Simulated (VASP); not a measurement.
# InO in VASP: a series of runs

Runs on InO. Level: PBE. Tasks: single point.

Everything below comes from runs of VASP 6.6.1. Logs are shortened: lines on timing, memory, paths and dates and some standing lists are left out, and cuts for length are marked.

## (1) The cell of the first run

The cell holds a slab with vacuum, 4 atoms: a = 3.476 Å, b = 3.476 Å, c = 15.982 Å, α = 90.00°, β = 90.00°, γ = 120.00°.

## (2) Single point, PBE (volume scaled by 1.02)

Input file INCAR:

```
SYSTEM = InO
PREC = Accurate
ENCUT = 520
EDIFF = 1E-7
ISMEAR = -1
SIGMA = 0.05
LREAL = .False.
LASPH = .True.
NELM = 100
ALGO = Normal
ISIF = 2
LWAVE = .False.
LCHARG = .False.
GGA = PE
NBANDS = 27
```

Input file KPOINTS:

```
Automatic mesh
0
Gamma
  9 9 2
  0 0 0
```

Input file POSCAR:

```
InO
1.0
    3.4764860824      0.0000000000      0.0000000000
   -1.7382430413      3.0107252633      0.0000000000
    0.0000000000      0.0000000000     15.9822494220
In O
2 2
Direct
    0.6666666667      0.3333333333      0.4099790000
    0.6666666667      0.3333333333      0.5900210000
    0.0000000000      0.0000000000      0.3601330000
    0.0000000000      0.0000000000      0.6398670000
```

Potentials or basis: VASP PAW PBE potentials, release 64 (In_d, O).

The run is started by

```bash
$ cat potpaw_PBE.64/In_d/POTCAR potpaw_PBE.64/O/POTCAR > POTCAR
$ mpirun -np 1 vasp_std > vasp.out
```

OUTCAR:

```text
SYSTEM = InO
   PREC = Accurate
   ENCUT = 520
   EDIFF = 1E-7
   ISMEAR = -1
   LREAL = .False.
   LASPH = .True.
   NELM = 100
   ISIF = 2
   GGA = PE

 ion  position               nearest neighbor table
   1  0.667  0.333  0.410-   3 2.16   3 2.16   3 2.16   2 2.88
   2  0.667  0.333  0.590-   4 2.16   4 2.16   4 2.16   1 2.88
   3  0.000  0.000  0.360-   1 2.16   1 2.16   1 2.16
   4  0.000  0.000  0.640-   2 2.16   2 2.16   2 2.16

  LATTYP: Found a hexagonal cell.
 ALAT       =     3.4764860824
 C/A-ratio  =     4.5972424578

  Lattice vectors:

 A1 = (   3.4764860824,   0.0000000000,   0.0000000000)
 A2 = (  -1.7382430413,   3.0107252633,   0.0000000000)
 A3 = (   0.0000000000,   0.0000000000,  15.9822494220)

Analysis of symmetry for initial positions (statically):
=====================================================================
 Subroutine PRICEL returns:
 Original cell was already a primitive cell.

 Routine SETGRP: Setting up the symmetry group for a
 hexagonal supercell.

 Subroutine GETGRP returns: Found 12 space group operations
 (whereof 12 operations were pure point group operations)
 out of a pool of 24 trial point group operations.

The static configuration has the point symmetry D_3h.

Analysis of symmetry for dynamics (positions and initial velocities):
=====================================================================
 Subroutine PRICEL returns:
 Original cell was already a primitive cell.

 Routine SETGRP: Setting up the symmetry group for a
 hexagonal supercell.

 Subroutine GETGRP returns: Found 12 space group operations
 (whereof 12 operations were pure point group operations)
 out of a pool of 24 trial point group operations.

The dynamic configuration has the point symmetry D_3h.

 Subroutine INISYM returns: Found 12 space group operations
 (whereof 12 operations are pure point group operations),
 and found     1 'primitive' translations

----------------------------------------------------------------------------------------

                                     Primitive cell

  volume of cell :     167.2821

  direct lattice vectors                    reciprocal lattice vectors
[... 85 lines left out ...]
   LNONCOLLINEAR =      F non collinear calculations
   LSORBIT =      F    spin-orbit coupling
   LASPH  =      T    aspherical Exc in radial PAW
   ENCUT  =  520.0 eV  38.22 Ry    6.18 a.u.   6.46  6.46 29.72*2*pi/ulx,y,z
   NELM   =    100;   NELMIN=  2; NELMDL= -5     # of ELM steps
   EDIFF  = 0.1E-06   stopping-criterion for ELM
   LREAL  =      F    real-space projection
   EDIFFG = 0.1E-05   stopping-criterion for IOM
   NSW    =      0    number of steps for IOM
   IBRION =     -1    ionic relax: 0-MD 1-quasi-New 2-CG
   NFREE  =      0    steps in history (QN), initial steepest desc. (CG)
   ISIF   =      2    stress and relaxation
   ISYM   =      2    0-nonsym 1-usesym 2-fastsym
   POTIM  = 0.5000    time-step for ionic-motion
   TEBEG  =    0.0;   TEEND  =   0.0 temperature during run
   PSTRESS=    0.0 pullay stress
   NELECT =      38.0000    total number of electrons
   NUPDOWN=      -1.0000    fix difference up-down
   EMIN   =  10.00;   EMAX   =-10.00  energy-range for DOS
   EFERMI =   0.00;   METHOD = LEGACY
   ISMEAR =    -1;   SIGMA  =   0.05  broadening in eV -4-tet -1-fermi 0-gaus
   EFERMI_NEDOS =   21; number of points for ismear=-14 and -15
   IALGO  =     38    algorithm
   IMIX   =      4    mixing-type and parameters
     AMIX     =   0.40;   BMIX     =  1.00
     AMIX_MAG =   1.60;   BMIX_MAG =  1.00
  volume/ion in A,a.u.               =      41.82       282.22
  Fermi-wavevector in a.u.,A,eV,Ry     =   0.998894  1.887636 13.575754  0.997790
  Thomas-Fermi vector in A             =   2.131148
   LORBIT       =      0    0 simple, 1 ext, 2 COOP (PROOUT), +10 PAW based schemes
   GGA     = PE    functional components
   LHFCALC =     F    Hartree Fock is set to
   AEXX    =    0.0000 exact exchange contribution
   IVDW    =     0    specifies the selected vdW correction
   LEPSILON=     F    determine dielectric tensor
   LRPA    =     F    only Hartree local field effects (RPA)
 non-spin polarized calculation
  energy-cutoff  :      520.00
  volume of cell :      167.28
 maximum number of plane-waves:      4571
 NGX is ok and might be reduce to    28
   NGX = 13   NGY = 13   NGZ = 59

 number of electron      37.9999994 magnetization

 Free energy of the ion-electron system (eV)
  ---------------------------------------------------
  ext. energy  EPLUGINS =         0.00000000
  ---------------------------------------------------
  free energy    TOTEN  =       -19.41624753 eV

  energy without entropy =      -19.41523594  energy(sigma->0) =      -19.41574173

 E-fermi :  -1.5349     XC(G=0):  -4.8338

 val. band max:       -1.7538613868   @ k =   0.3333   0.3333   0.5000
 cond. band min:      -1.4124252339   @ k =   0.0000   0.0000   0.5000
 fundamental gap:      0.3414361528
 Fermi energy:        -1.5348806028

 k-point     1 :       0.0000    0.0000    0.0000
  band No.  band energies     occupation
      1     -19.2888      2.00000
      2     -19.2705      2.00000
      3     -15.2646      2.00000
      4     -15.2646      2.00000
      5     -15.2230      2.00000
      6     -15.2230      2.00000
[... 709 lines left out ...]
     26       7.1119      0.00000
     27       8.0642      0.00000

------------------------ aborting loop because EDIFF is reached ----------------------------------------

  FORCE on cell =-STRESS in cart. coord.  units (eV):
  Direction    XX          YY          ZZ          XY          YZ          ZX
  --------------------------------------------------------------------------------------
  -------------------------------------------------------------------------------------
  Total       -0.9731846     -0.9731846     -0.5653560      0.0000000      0.0000000     -0.0000000
  in kB       -9.3208666     -9.3208666     -5.4148081      0.0000000      0.0000000     -0.0000000
  external PRESSURE =      -8.0188471 kB  Pullay stress =       0.0000000 kB

 VOLUME and BASIS-vectors are now :
 -----------------------------------------------------------------------------
  energy-cutoff  :      520.00
  volume of cell :      167.28
      direct lattice vectors                 reciprocal lattice vectors
     3.476486082  0.000000000  0.000000000     0.287646772  0.166072941  0.000000000
    -1.738243041  3.010725263  0.000000000     0.000000000  0.332145883  0.000000000
     0.000000000  0.000000000 15.982249422     0.000000000  0.000000000  0.062569415

 POSITION                                       TOTAL-FORCE (eV/Angst)
 -----------------------------------------------------------------------------------
      1.73824      1.00358      6.55239         0.000000     -0.000000     -0.089363
      1.73824      1.00358      9.42986        -0.000000      0.000000      0.089363
      0.00000      0.00000      5.75574        -0.000000      0.000000      0.170020
      0.00000      0.00000     10.22651         0.000000      0.000000     -0.170020
 -----------------------------------------------------------------------------------
    total drift:                               -0.000000      0.000000      0.000000

  FREE ENERGIE OF THE ION-ELECTRON SYSTEM (eV)
  ---------------------------------------------------
  free  energy   TOTEN  =       -19.4162475268 eV

  energy  without entropy=      -19.4152359359  energy(sigma->0) =      -19.41574173
```

OSZICAR:

```text
N       E                     dE             d eps       ncg     rms          rms(c)
DAV:   1     0.392069839063E+03    0.39207E+03   -0.17823E+04  1304   0.141E+03
DAV:   2     0.419894959778E+02   -0.35008E+03   -0.33684E+03  1397   0.372E+02
DAV:   3    -0.209294997423E+02   -0.62919E+02   -0.61769E+02  1704   0.173E+02
[... 13 lines left out ...]
DAV:  17    -0.194162021287E+02   -0.32036E-04   -0.48908E-06  1800   0.193E-02    0.606E-03
DAV:  18    -0.194162400413E+02   -0.37913E-04   -0.17168E-06  1302   0.660E-03    0.213E-03
DAV:  19    -0.194162447528E+02   -0.47115E-05   -0.23490E-07  1200   0.482E-03    0.694E-04
DAV:  20    -0.194162473968E+02   -0.26440E-05   -0.11525E-07  1054   0.326E-03    0.348E-04
DAV:  21    -0.194162475058E+02   -0.10904E-06   -0.17226E-08  1165   0.105E-03    0.286E-04
DAV:  22    -0.194162475268E+02   -0.20946E-07   -0.41943E-09   989   0.642E-04
   1 F= -.19416248E+02 E0= -.19415742E+02  d E =-.101159E-02
```

stdout:

```text
POSCAR found type information on POSCAR InO
 POSCAR found :  2 types and       4 ions
 scaLAPACK will be used
 LDA part: xc-table for (Slater+PW92), standard interpolation
 POSCAR, INCAR and KPOINTS ok, starting setup
 FFT: planning ... GRIDC
 FFT: planning ... GRID_SOFT
 FFT: planning ... GRID
 WAVECAR not read
 entering main loop
```

Wall time 1.9 min (1 thread of AMD EPYC 9R45 (Zen 5), shared host); peak memory 0.31 GiB.

Results:

```
Free energy            : -19.4162 eV
Largest force          : 0.170 eV/Å
Band gap on the k mesh : 0.34 eV, indirect (least direct gap 1.03 eV)
```

Forces on the atoms (eV/Å):
```
In   0.000  0.000 -0.089
In   0.000  0.000  0.089
O    0.000  0.000  0.170
O    0.000  0.000 -0.170
```

Levels at points of the mesh, in eV from the valence-band top:
```
           k point  band 17  band 18  band 19  band 20  band 21  band 22
(0.00, 0.00, 0.00)    -1.64    -1.64    -0.69     0.34     3.24     6.20
(0.00, 0.00, 0.50)    -1.64    -1.64    -0.69     0.34     3.24     5.96
```

Caveat: spin-orbit coupling is left out, which moves the levels of the heavy elements.

## (3) Single point, PBE (volume scaled by 1.04)

Input file INCAR:

```
SYSTEM = InO
ALGO     = Normal         ! electronic algorithm
EDIFF    = 1E-6           ! SCF threshold, eV
ENCUT    = 520            ! plane-wave cutoff, eV
GGA      = PE             ! functional
ISIF     = 2              ! what is computed and relaxed
ISMEAR   = -1             ! smearing method
LASPH    = .True.         ! aspherical terms in the spheres
LCHARG   = .False.        ! write CHGCAR
LREAL    = .False.        ! projectors in reciprocal space
LWAVE    = .False.        ! write WAVECAR
NBANDS   = 27             ! bands
NELM     = 80             ! most SCF steps
PREC     = Accurate       ! precision mode
SIGMA    = 0.05           ! smearing width, eV
```

Input file KPOINTS:

```
k-points
0
Gamma
  9 9 2
  0 0 0
```

Input file POSCAR:

```
InO
1.0
    3.4990613000      0.0000000000      0.0000000000
   -1.7495306500      3.0302759752      0.0000000000
    0.0000000000      0.0000000000     16.0860331704
In O
2 2
Direct
    0.6666666667      0.3333333333      0.4099790000
    0.6666666667      0.3333333333      0.5900210000
    0.0000000000      0.0000000000      0.3601330000
    0.0000000000      0.0000000000      0.6398670000
```

Potentials or basis: VASP PAW PBE potentials, release 64 (In_d, O).

The run is started by

```bash
$ cat potpaw_PBE.64/In_d/POTCAR potpaw_PBE.64/O/POTCAR > POTCAR
$ mpirun -np 1 vasp_std > vasp.out
```

It took 1.8 min on 1 thread of AMD EPYC 9R45 (Zen 5), shared host; peak memory 0.3 GiB.

The run converged. Its results:

| Quantity | Value |
| --- | --- |
| Free energy | -19.3942 eV |
| Largest force | 0.313 eV/Å |
| Band gap on the k mesh | 0.32 eV, indirect (least direct gap 0.97 eV) |

Forces in eV/Å, atoms in the order of the input:
```
In   0.000  0.000 -0.159
In   0.000  0.000  0.159
O    0.000  0.000  0.313
O    0.000  0.000 -0.313
```

Levels at points of the mesh, in eV from the valence-band top:
| k point | band 17 | band 18 | band 19 | band 20 | band 21 | band 22 |
| --- | --- | --- | --- | --- | --- | --- |
| (0.00, 0.00, 0.00) | -1.60 | -1.60 | -0.65 | 0.32 | 3.20 | 6.21 |
| (0.00, 0.00, 0.50) | -1.60 | -1.60 | -0.65 | 0.32 | 3.20 | 5.99 |

Caveat: spin-orbit coupling is left out, which moves the levels of the heavy elements.

(Continued in part 2 of 2.)
